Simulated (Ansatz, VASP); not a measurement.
## One calculation of InSe, two programs

```
CELL_PARAMETERS angstrom
2.16000 1.24708 7.65134
-2.16000 1.24708 7.65134
0.00000 -2.49415 7.65134
ATOMIC_POSITIONS crystal
In 0.00000 0.00000 0.00000
In 0.11220 0.11220 0.11220
Se 0.61550 0.61550 0.61550
Se 0.83000 0.83000 0.83000
```

Change from the starting cell: strain +0.080 along x and y, -0.080 along z, atoms carried along.

Alike in both runs: task single point; functional PBEsol; k mesh 12 × 12 × 12; occupations gaussian, width 0.03 eV; no spin polarisation.

|  | VASP | Ansatz |
| --- | --- | --- |
| version | VASP 6.6.1 | Ansatz 0.2.0 |
| potentials or method | VASP PAW PBE potentials, release 64 (In_d, Se), cutoff 520 eV | scalar-relativistic, plane waves, PAW |
| valence electrons in the cell | 38 | 58 |

|  | VASP | Ansatz | Ansatz less VASP |
| --- | --- | --- | --- |
| gap on the k mesh at the Fermi level (eV) | 0.22 | 0.22 | 0.000 |
| least direct gap on the mesh (eV) | 0.22 | 0.22 | 0.000 |
| pressure (GPa) | -2.4 | -2.4 | -0.04 |
| traceless stress, the component that is largest in VASP (GPa) | 6.52 | 6.54 | +0.021 |
| rms of the force components (eV/Å) | 0.781 | 0.787 | +0.0061 |

VASP's potentials were made for PBE, not for PBEsol. Atom by atom the forces differ by 0.007 eV/Å (rms over components). The functional is the same, so the differences come from potentials, cutoffs and numerics. VASP's potentials hold 38 valence electrons a cell and Ansatz's 58, so a difference there can come from the potentials and not from the codes.
